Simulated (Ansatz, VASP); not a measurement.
# WS2: VASP beside Ansatz

```xyz
3
Lattice="1.5736 0.9085 6.3850 -1.5736 0.9085 6.3850 0.0000 -1.8171 6.3850" Properties=species:S:1:pos:R:3 pbc="T T T"
W     0.0000    0.0000    0.0129
S     0.0000    0.0000    7.9649
S     0.0000    0.0000    4.8312
```

Alike in both runs: functional PBEsol; k mesh 12 × 12 × 12; occupations gaussian, width 0.02 eV; no spin polarisation.

Ansatz relaxed the structure, and its values are those at the end. VASP's run is a single point on that final structure, the one shown.

```csv
,VASP,Ansatz
version,VASP 6.6.1,Ansatz 0.2.0
potentials or method,"VASP PAW PBE potentials, release 64 (W_sv, S), cutoff 520 eV","scalar-relativistic, plane waves, PAW"
valence electrons in the cell,26,26
```

Ansatz gave:

```
gap on the k mesh at the Fermi level (eV) : 1.16
least direct gap on the mesh (eV)         : 1.93
pressure (GPa)                            : 0.0
rms of the force components (eV/Å)        : 0.000
```

Question: What did VASP give for the same quantities?

Answer: gap on the k mesh at the Fermi level (eV): 1.17; least direct gap on the mesh (eV): 1.94; pressure (GPa): 0.1; rms of the force components (eV/Å): 0.010.

VASP's potentials were made for PBE, not for PBEsol.

Neither program's run includes spin-orbit coupling.
